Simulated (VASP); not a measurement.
Write the native input for VASP 6.6.1 that does the following.

* Task: single point
* Functional: PBE
* Potentials or basis: VASP PAW PBE potentials, release 64 (Mg, F)
* Cutoff: 600 eV
* k mesh: 6 × 6 × 8
* Occupations: gaussian, width 0.02 eV
* Spin: no spin polarisation
* Dipole correction: no
* Further INCAR settings: ALGO = Normal; EDIFF = 1e-06; NBANDS = 25

The structure of MgF2 lies in POSCAR:

```
MgF2
1.0
    4.8743551470      0.0000000000      0.0000000000
    0.0000000000      4.8743551470      0.0000000000
    0.0000000000      0.0000000000      3.1600911230
Mg F
2 4
Direct
    0.0000000000      0.0000000000      0.0000000000
    0.5000000000      0.5000000000      0.5000000000
    0.3067270459      0.3067270459      0.0000000000
    0.1932729541      0.8067270459      0.5000000000
    0.6932729541      0.6932729541      0.0000000000
    0.8067270459      0.1932729541      0.5000000000
```

The input as run:

INCAR

```
PREC = Accurate ; ENCUT = 600
EDIFF = 1E-6 ; ISMEAR = 0
SIGMA = 0.02 ; LREAL = F
LASPH = T ; NELM = 120
ALGO = Normal ; ISIF = 2
LWAVE = F ; LCHARG = F
GGA = PE ; NBANDS = 25
GGA_COMPAT = F
```

KPOINTS

```
Automatic mesh
0
Gamma
  6 6 8
```

Potentials or basis: VASP PAW PBE potentials, release 64 (Mg, F).

Command:

```sh
$ cat potpaw_PBE.64/Mg/POTCAR potpaw_PBE.64/F/POTCAR > POTCAR
$ mpirun -np 1 vasp_std > vasp.out
```

It gave:

```
Pressure               : -7.7 GPa
Largest force          : 0.005 eV/Å
Band gap on the k mesh : 6.23 eV
```

Caveat: the cell stands under tension.

Run time: 2.4 min on 1 thread of Intel Xeon 8259CL, with other jobs on the host, peak memory 0.25 GiB.
